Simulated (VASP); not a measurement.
Write the native input for VASP 6.6.1 that does the following.

```yaml
Task: single point
Functional: BLYP
Potentials_or_basis: VASP PAW PBE potentials, release 64 (Na_pv)
Cutoff: 520 eV
k_mesh: 9 × 9 × 9
Occupations: fermi-dirac, width 0.05 eV
Spin: no spin polarisation
Dipole_correction: no
Further_INCAR_settings: ALGO = Normal; EDIFF = 1e-07; NBANDS = 10
```

The structure of Na lies in POSCAR:

```
Na
1.0
   -2.0991446358      2.0991446358      2.0991446358
    2.0991446358     -2.0991446358      2.0991446358
    2.0991446358      2.0991446358     -2.0991446358
Na
1
Direct
    0.0000000000      0.0000000000      0.0000000000
```

These files were run (other wordings do the same):

INCAR

```
SYSTEM = Na
PREC = Accurate
ENCUT = 520
EDIFF = 1E-7
ISMEAR = -1
SIGMA = 0.05
LREAL = .FALSE.
LASPH = .TRUE.
NELM = 60
ALGO = Normal
ISIF = 2
LWAVE = .FALSE.
LCHARG = .FALSE.
GGA = B5
ALDAX = 1.0
AGGAX = 1.0
AGGAC = 1.0
ALDAC = 0.0
NBANDS = 10
```

KPOINTS

```
Automatic mesh
0
G
  9 9 9
  0 0 0
```

Potentials or basis: VASP PAW PBE potentials, release 64 (Na_pv).

Command:

```bash
$ cat potpaw_PBE.64/Na_pv/POTCAR > POTCAR
$ mpirun -np 1 vasp_std > vasp.out
```

Results of the run:

```yaml
Pressure: 0.0 GPa
```

Caveat: the PAW data sets were made with another functional, which shifts forces and pressure a little.

It took 26 s on 1 thread of Intel Xeon 6975P-C, with other jobs on the host, peak memory 0.15 GiB.
